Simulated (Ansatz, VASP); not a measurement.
Rh in VASP and in Ansatz

```
Rh
1.0
     2.58690    0.00000    0.00000
    -1.29345    2.24032    0.00000
     0.00000    0.00000    2.41714
Rh
1
Cartesian
  0.0000 0.0000 0.0000
```

Alike in both runs: task single point; functional PBEsol; k mesh 9 × 9 × 8; occupations gaussian, width 0.1 eV; no spin polarisation.

|  | VASP | Ansatz |
| --- | --- | --- |
| version | VASP 6.6.1 | Ansatz 0.2.0 |
| potentials or method | VASP PAW PBE potentials, release 64 (Rh_pv), cutoff 520 eV | scalar-relativistic, plane waves, PAW |
| valence electrons in the cell | 15 | 17 |

VASP gave:

| Item | Value |
| --- | --- |
| gap on the k mesh at the Fermi level (eV) | none |
| pressure (GPa) | 12.6 |
| traceless stress, the component that is largest in VASP (GPa) | 10.67 |

What did Ansatz give for the same quantities?

gap on the k mesh at the Fermi level (eV): none; pressure (GPa): 12.6; traceless stress, the component that is largest in VASP (GPa): 10.58.

VASP's potentials were made for PBE, not for PBEsol. A gap of «none» marks a metal or a gap that the smearing closes. The functional is the same, so the differences come from potentials, cutoffs and numerics. VASP's potentials hold 15 valence electrons a cell and Ansatz's 17, so a difference there can come from the potentials and not from the codes.
